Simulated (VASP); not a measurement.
Input of a VASP 6.6.1 run:

INCAR

```
SYSTEM = In
PREC = Accurate
ENCUT = 520
EDIFF = 1E-6
ISMEAR = -1
SIGMA = 0.1
LREAL = .False.
LASPH = .True.
NELM = 80
ALGO = Normal
ISIF = 2
LWAVE = .False.
LCHARG = .False.
GGA = RE
NBANDS = 12
```

KPOINTS

```
Automatic mesh
0
Gamma
  12 12 12
  0 0 0
```

POSCAR

```
In
1.0
   -1.9307803080      1.9307803080      1.9307803080
    1.9307803080     -1.9307803080      1.9307803080
    1.9307803080      1.9307803080     -1.9307803080
In
1
Direct
    0.0000000000      0.0000000000      0.0000000000
```

Potentials or basis: VASP PAW PBE potentials, release 64 (In_d).

Launch:

```console
$ cat potpaw_PBE.64/In_d/POTCAR > POTCAR
$ mpirun -np 1 vasp_std > vasp.out
```

(1) What does it give for the pressure?

Results:

(1) -0.1 GPa.

Caveat: the PAW data sets were made with another functional, which shifts forces and pressure a little.
